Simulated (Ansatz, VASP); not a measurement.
# SnSe in VASP and in Ansatz

Contents of INCAR:

```
  PREC = Accurate
  ENCUT = 520
  EDIFF = 1E-6
  ISMEAR = -1
  SIGMA = 0.02
  LREAL = False
  LASPH = True
  NELM = 100
  ALGO = Normal
  ISIF = 2
  LWAVE = False
  LCHARG = False
  GGA = PE
  NBANDS = 50
```

Contents of KPOINTS:

```
regular mesh
0
Gamma
  2 6 6
```

The input POSCAR:

```
SnSe
1.0
   11.5044727694      0.0000000000      0.0000000000
    0.0000000000      4.0468843501      0.0000000000
    0.0000000000      0.0000000000      4.8238562955
Sn Se
4 4
Direct
    0.6174645421      0.7500000000      0.3677702109
    0.8825354579      0.2500000000      0.8677702109
    0.3825354579      0.2500000000      0.6322297891
    0.1174645421      0.7500000000      0.1322297891
    0.1474825466      0.2500000000      0.5111949319
    0.6474825466      0.2500000000      0.9888050681
    0.3525174534      0.7500000000      0.0111949319
    0.8525174534      0.7500000000      0.4888050681
```

Input for Ansatz:

```yaml
crystal:
  lattice:
    - [11.5044727694, 0.0, 0.0]
    - [0.0, 4.0468843501, 0.0]
    - [0.0, 0.0, 4.8238562955]
  atoms:
    - { symbol: Sn, position: [0.6174645421, 0.75, 0.3677702109] }
    - { symbol: Sn, position: [0.8825354579, 0.25, 0.8677702109] }
    - { symbol: Sn, position: [0.3825354579, 0.25, 0.6322297891] }
    - { symbol: Sn, position: [0.1174645421, 0.75, 0.1322297891] }
    - { symbol: Se, position: [0.1474825466, 0.25, 0.5111949319] }
    - { symbol: Se, position: [0.6474825466, 0.25, 0.9888050681] }
    - { symbol: Se, position: [0.3525174534, 0.75, 0.0111949319] }
    - { symbol: Se, position: [0.8525174534, 0.75, 0.4888050681] }
kpoints:
  mp_grid: { grid: [2, 6, 6] }
  band_path:
    path:
      - [0.0, 0.0, 0.0]
      - [0.5, 0.0, 0.0]
      - [0.5, 0.5, 0.0]
      - [0.0, 0.5, 0.0]
      - [0.0, 0.0, 0.5]
      - [0.5, 0.0, 0.5]
      - [0.5, 0.5, 0.5]
      - [0.0, 0.5, 0.5]
      - [0.0, 0.3333333333, 0.0]
      - [0.0, 0.0, 0.302083]
      - [0.0, 0.335937, 0.0]
    npoints: 1
hamiltonian:
  xc: pbe
scf:
  occupations: { method: fermi_dirac, width: 0.02 }
  n_extra_bands: 6
output:
  forces: true
  stress: true
  eigenvalues: true
```

Change from the starting cell: epitaxial_xy strain -2.0%.

Alike in both runs: task single point; functional PBE; k mesh 2 × 6 × 6; occupations fermi-dirac, width 0.02 eV; no spin polarisation.

|  | VASP | Ansatz |
| --- | --- | --- |
| version | VASP 6.6.1 | Ansatz 0.2.0 |
| potentials or method | VASP PAW PBE potentials, release 64 (Sn_d, Se) | plane waves, PAW |
| plane-wave cutoff (eV) | 520 | 420 |
| valence electrons in the cell | 80 | 120 |

VASP gave:

| Quantity | Value |
| --- | --- |
| pressure (GPa) | 1.7 |
| traceless stress, the component that is largest in VASP (GPa) | -0.66 |
| rms of the force components (eV/Å) | 0.136 |

Which values does Ansatz return?

Pressure (GPa): 1.7; traceless stress, the component that is largest in VASP (GPa): -0.67; rms of the force components (eV/Å): 0.126.

Atom by atom the forces differ by 0.010 eV/Å (rms over components). VASP's potentials hold 80 valence electrons a cell and Ansatz's 120, so a difference there can come from the potentials and not from the codes.
